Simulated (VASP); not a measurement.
# SrTe (Fm-3m) in VASP: settings compared

SrTe is run at these levels: PBE+D3(BJ), BLYP; tasks: single point.

Everything below comes from runs of VASP 6.6.1. Logs are shortened: lines on timing, memory, paths and dates and some standing lists are left out, and cuts for length are marked.

## Step 1: The cell of the first run

It takes space group Fm-3m (No. 225, cubic). Conventional cell: a = 6.664 Å, b = 6.664 Å, c = 6.664 Å, α = 90.00°, β = 90.00°, γ = 90.00°. Within 4.4 Å of Sr (site symmetry m-3m) lie 6 Te at 3.33 Å. Within 4.4 Å of Te (site symmetry m-3m) lie 6 Sr at 3.33 Å.

## Step 2: Single point, PBE+D3(BJ) (36.99 Å³/atom)

The input, INCAR:

```
PREC = Accurate
ENCUT = 500
EDIFF = 1E-6
ISMEAR = 0
SIGMA = 0.05
LREAL = F
LASPH = T
NELM = 120
ALGO = Normal
ISIF = 2
LWAVE = F
LCHARG = F
GGA = PE
IVDW = 12
NBANDS = 15
GGA_COMPAT = F
```

The input, KPOINTS:

```
regular mesh
0
Gamma
  6 6 6
```

The input, POSCAR:

```
SrTe
1.0
    0.0000000000      3.3318323947      3.3318323947
    3.3318323947      0.0000000000      3.3318323947
    3.3318323947      3.3318323947      0.0000000000
Sr Te
1 1
Direct
    0.5000000000      0.5000000000      0.5000000000
    0.0000000000      0.0000000000      0.0000000000
```

Potentials or basis: VASP PAW PBE potentials, release 64 (Sr_sv, Te).

On the command line:

```console
> cat potpaw_PBE.64/Sr_sv/POTCAR potpaw_PBE.64/Te/POTCAR > POTCAR
> mpirun -np 1 vasp_std > vasp.out
```

OUTCAR:

```text
PREC = Accurate
   ENCUT = 500
   EDIFF = 1E-6
   ISMEAR = 0
   LREAL = F
   LASPH = T
   NELM = 120
   ISIF = 2
   GGA = PE
   IVDW = 12
 IVDW          = 12

 ion  position               nearest neighbor table
   1  0.500  0.500  0.500-   2 3.33   2 3.33   2 3.33   2 3.33   2 3.33   2 3.33
   2  0.000  0.000  0.000-   1 3.33   1 3.33   1 3.33   1 3.33   1 3.33   1 3.33

  LATTYP: Found a face centered cubic cell.
 ALAT       =     6.6636647894

  Lattice vectors:

 A1 = (   0.0000000000,   3.3318323947,   3.3318323947)
 A2 = (   3.3318323947,   0.0000000000,   3.3318323947)
 A3 = (   3.3318323947,   3.3318323947,   0.0000000000)

Analysis of symmetry for initial positions (statically):
=====================================================================
 Subroutine PRICEL returns:
 Original cell was already a primitive cell.

 Routine SETGRP: Setting up the symmetry group for a
 face centered cubic supercell.

 Subroutine GETGRP returns: Found 48 space group operations
 (whereof 48 operations were pure point group operations)
 out of a pool of 48 trial point group operations.

The static configuration has the point symmetry O_h .

Analysis of symmetry for dynamics (positions and initial velocities):
=====================================================================
 Subroutine PRICEL returns:
 Original cell was already a primitive cell.

 Routine SETGRP: Setting up the symmetry group for a
 face centered cubic supercell.

 Subroutine GETGRP returns: Found 48 space group operations
 (whereof 48 operations were pure point group operations)
 out of a pool of 48 trial point group operations.

The dynamic configuration has the point symmetry O_h .

 Subroutine INISYM returns: Found 48 space group operations
 (whereof 48 operations are pure point group operations),
 and found     1 'primitive' translations

----------------------------------------------------------------------------------------

                                     Primitive cell

  volume of cell :      73.9741

  direct lattice vectors                    reciprocal lattice vectors
     0.000000000  3.331832395  3.331832395    -0.150067573  0.150067573  0.150067573
     3.331832395  0.000000000  3.331832395     0.150067573 -0.150067573  0.150067573
     3.331832395  3.331832395  0.000000000     0.150067573  0.150067573 -0.150067573

  length of vectors
     4.711922560  4.711922560  4.711922560     0.259924660  0.259924660  0.259924660

  position of ions in fractional coordinates (direct lattice)
     0.500000000  0.500000000  0.500000000
     0.000000000  0.000000000  0.000000000

  ion indices of the primitive-cell ions
   primitive index   ion index
                 1           1
                 2           2

----------------------------------------------------------------------------------------

 KPOINTS: regular mesh

Automatic generation of k-mesh.
 Grid dimensions read from file:
 generate k-points for:    6    6    6

 Generating k-lattice:

  Cartesian coordinates                     Fractional coordinates (reciprocal lattice)
    -0.025011262  0.025011262  0.025011262     0.166666667  0.000000000  0.000000000
     0.025011262 -0.025011262  0.025011262     0.000000000  0.166666667  0.000000000
     0.025011262  0.025011262 -0.025011262     0.000000000  0.000000000  0.166666667

  Length of vectors
     0.043320777  0.043320777  0.043320777

  Shift w.r.t. Gamma in fractional coordinates (k-lattice)
     0.000000000  0.000000000  0.000000000

 Subroutine IBZKPT returns following result:
 ===========================================

 Found     16 irreducible k-points:

 Following reciprocal coordinates:
            Coordinates               Weight
  0.000000  0.000000  0.000000      1.000000
  0.166667  0.000000  0.000000      8.000000
  0.333333  0.000000  0.000000      8.000000
  0.500000  0.000000  0.000000      4.000000
  0.166667  0.166667  0.000000      6.000000
  0.333333  0.166667  0.000000     24.000000
[... 8 lines left out ...]
 -0.333333  0.333333  0.166667     24.000000
 -0.333333  0.500000  0.166667     12.000000
   k-points           NKPTS =     16   k-points in BZ     NKDIM =     16   number of bands    NBANDS=     15
   number of dos      NEDOS =    301   number of ions     NIONS =      2
   total plane-waves  NPLWV =  46656
   dimension x,y,z NGX =    36 NGY =   36 NGZ =   36
   dimension x,y,z NGXF=    72 NGYF=   72 NGZF=   72
   ions per type =               1   1
   NGX,Y,Z   is equivalent  to a cutoff of  12.70, 12.70, 12.70 a.u.
   NGXF,Y,Z  is equivalent  to a cutoff of  25.40, 25.40, 25.40 a.u.
 SYSTEM =  unknown system
   PREC   = accura    normal or accurate (medium, high low for compatibility)
   ISTART =      0    job   : 0-new  1-cont  2-samecut
   ICHARG =      2    charge: 1-file 2-atom 10-const
   ISPIN  =      1    spin polarized calculation?
   LNONCOLLINEAR =      F non collinear calculations
   LSORBIT =      F    spin-orbit coupling
   LASPH  =      T    aspherical Exc in radial PAW
   ENCUT  =  500.0 eV  36.75 Ry    6.06 a.u.   8.59  8.59  8.59*2*pi/ulx,y,z
   NELM   =    120;   NELMIN=  2; NELMDL= -5     # of ELM steps
   EDIFF  = 0.1E-05   stopping-criterion for ELM
   LREAL  =      F    real-space projection
   EDIFFG = 0.1E-04   stopping-criterion for IOM
   NSW    =      0    number of steps for IOM
   IBRION =     -1    ionic relax: 0-MD 1-quasi-New 2-CG
   NFREE  =      0    steps in history (QN), initial steepest desc. (CG)
   ISIF   =      2    stress and relaxation
   ISYM   =      2    0-nonsym 1-usesym 2-fastsym
   POTIM  = 0.5000    time-step for ionic-motion
   TEBEG  =    0.0;   TEEND  =   0.0 temperature during run
   PSTRESS=    0.0 pullay stress
   NELECT =      16.0000    total number of electrons
   NUPDOWN=      -1.0000    fix difference up-down
   EMIN   =  10.00;   EMAX   =-10.00  energy-range for DOS
   EFERMI =   0.00;   METHOD = LEGACY
   ISMEAR =     0;   SIGMA  =   0.05  broadening in eV -4-tet -1-fermi 0-gaus
   EFERMI_NEDOS =   21; number of points for ismear=-14 and -15
   IALGO  =     38    algorithm
   IMIX   =      4    mixing-type and parameters
     AMIX     =   0.40;   BMIX     =  1.00
     AMIX_MAG =   1.60;   BMIX_MAG =  1.00
  volume/ion in A,a.u.               =      36.99       249.60
  Fermi-wavevector in a.u.,A,eV,Ry     =   0.982702  1.857037 13.139180  0.965703
  Thomas-Fermi vector in A             =   2.113804
   LORBIT       =      0    0 simple, 1 ext, 2 COOP (PROOUT), +10 PAW based schemes
   GGA     = PE    functional components
   LHFCALC =     F    Hartree Fock is set to
   AEXX    =    0.0000 exact exchange contribution
   IVDW    =    12    specifies the selected vdW correction
   LEPSILON=     F    determine dielectric tensor
   LRPA    =     F    only Hartree local field effects (RPA)
 non-spin polarized calculation
 Gauss-broadening in eV      SIGMA  =   0.05
  energy-cutoff  :      500.00
  volume of cell :       73.97
 maximum number of plane-waves:      1895
 NGX is ok and might be reduce to    36
   NGX = 17   NGY = 17   NGZ = 17

 number of electron      16.0000000 magnetization

 Free energy of the ion-electron system (eV)
  ---------------------------------------------------
  ext. energy  EPLUGINS =         0.00000000
  ---------------------------------------------------
  free energy    TOTEN  =        -8.26198953 eV

  energy without entropy =       -8.26198953  energy(sigma->0) =       -8.26198953

 E-fermi :   3.1247     XC(G=0):  -8.5116

 val. band max:        2.8438350002   @ k =   0.0000   0.0000   0.0000
 cond. band min:       4.5411841364   @ k =   0.5000   0.5000   0.0000
 fundamental gap:      1.6973491362
 Fermi energy:         3.1246968903

 k-point     1 :       0.0000    0.0000    0.0000
  band No.  band energies     occupation
      1     -31.8415      2.00000
      2     -13.8336      2.00000
      3     -13.8336      2.00000
      4     -13.8336      2.00000
      5      -7.1311      2.00000
      6       2.8438      2.00000
      7       2.8438      2.00000
      8       2.8438      2.00000
      9       5.6903      0.00000
     10       6.1147      0.00000
     11       6.1147      0.00000
     12       6.1147      0.00000
     13       6.7604      0.00000
     14       6.7604      0.00000
     15      10.3407      0.00000

 k-point     2 :       0.1667    0.0000    0.0000
  band No.  band energies     occupation
      1     -31.8405      2.00000
      2     -13.8661      2.00000
      3     -13.8350      2.00000
      4     -13.8350      2.00000
      5      -6.9841      2.00000
      6       1.8105      2.00000
      7       2.4793      2.00000
      8       2.4793      2.00000
      9       5.9921      0.00000
     10       6.4683      0.00000
     11       6.4683      0.00000
     12       7.0707      0.00000
     13       7.4713      0.00000
     14       7.4713      0.00000
     15      11.1720      0.00000

 k-point     3 :       0.3333    0.0000    0.0000
  band No.  band energies     occupation
      1     -31.8383      2.00000
      2     -13.9292      2.00000
      3     -13.8378      2.00000
      4     -13.8378      2.00000
      5      -6.6672      2.00000
      6       0.5234      2.00000
      7       1.9474      2.00000
      8       1.9474      2.00000
      9       6.2559      0.00000
     10       7.3415      0.00000
     11       7.3415      0.00000
     12       8.5011      0.00000
     13       9.0030      0.00000
     14       9.0030      0.00000
     15      10.9199      0.00000
[... 199 lines left out ...]
 k-point    15 :      -0.3333    0.3333    0.1667
  band No.  band energies     occupation
      1     -31.8361      2.00000
      2     -13.9192      2.00000
      3     -13.8798      2.00000
      4     -13.8577      2.00000
      5      -6.5584      2.00000
      6       0.7059      2.00000
      7       1.3693      2.00000
      8       1.6720      2.00000
      9       6.8024      0.00000
     10       6.8104      0.00000
     11       8.0001      0.00000
     12       8.6216      0.00000
     13       8.7775      0.00000
     14       9.8554      0.00000
     15      11.0920      0.00000

 k-point    16 :      -0.3333    0.5000    0.1667
  band No.  band energies     occupation
      1     -31.8358      2.00000
      2     -13.9059      2.00000
      3     -13.8806      2.00000
      4     -13.8741      2.00000
      5      -6.6059      2.00000
      6       1.0392      2.00000
      7       1.4946      2.00000
      8       1.5830      2.00000
      9       5.7093      0.00000
     10       7.2417      0.00000
     11       7.8640      0.00000
     12       8.5361      0.00000
     13       9.0011      0.00000
     14       9.2762      0.00000
     15      11.3464      0.00000

------------------------ aborting loop because EDIFF is reached ----------------------------------------

 Edisp (eV)   -0.67569

 E8    (eV) :    -0.3379

  FORCE on cell =-STRESS in cart. coord.  units (eV):
  Direction    XX          YY          ZZ          XY          YZ          ZX
  --------------------------------------------------------------------------------------
  -------------------------------------------------------------------------------------
  Total      -0.28409    -0.28409    -0.28409     0.00000     0.00000     0.00000
  in kB      -6.15300    -6.15300    -6.15300     0.00000     0.00000     0.00000
  external pressure =       -6.15 kB  Pullay stress =        0.00 kB

 VOLUME and BASIS-vectors are now :
 -----------------------------------------------------------------------------
  energy-cutoff  :      500.00
  volume of cell :       73.97
      direct lattice vectors                 reciprocal lattice vectors
     0.000000000  3.331832395  3.331832395    -0.150067573  0.150067573  0.150067573
     3.331832395  0.000000000  3.331832395     0.150067573 -0.150067573  0.150067573
     3.331832395  3.331832395  0.000000000     0.150067573  0.150067573 -0.150067573

 POSITION                                       TOTAL-FORCE (eV/Angst)
 -----------------------------------------------------------------------------------
      3.33183      3.33183      3.33183         0.000000     -0.000000      0.000000
      0.00000      0.00000      0.00000        -0.000000      0.000000     -0.000000
 -----------------------------------------------------------------------------------
    total drift:                                0.000000      0.000000      0.000000

  FREE ENERGIE OF THE ION-ELECTRON SYSTEM (eV)
  ---------------------------------------------------
  free  energy   TOTEN  =        -8.9376806231 eV

  energy  without entropy=       -8.9376806231  energy(sigma->0) =       -8.93768062
```

Run time: 28 s. Hardware: 1 thread of Intel Xeon 8259CL, shared host; peak memory 0.22 GiB.

What came out:

| Quantity | Value |
| --- | --- |
| Free energy | -8.9377 eV |
| Pressure | -0.6 GPa |
| Band gap on the k mesh | 1.70 eV (least direct gap 2.44 eV) |
| Dispersion energy per atom | -0.338 eV |

Caveat: spin-orbit coupling is left out, which moves the levels of the heavy elements.

[end of part 1 of 2]
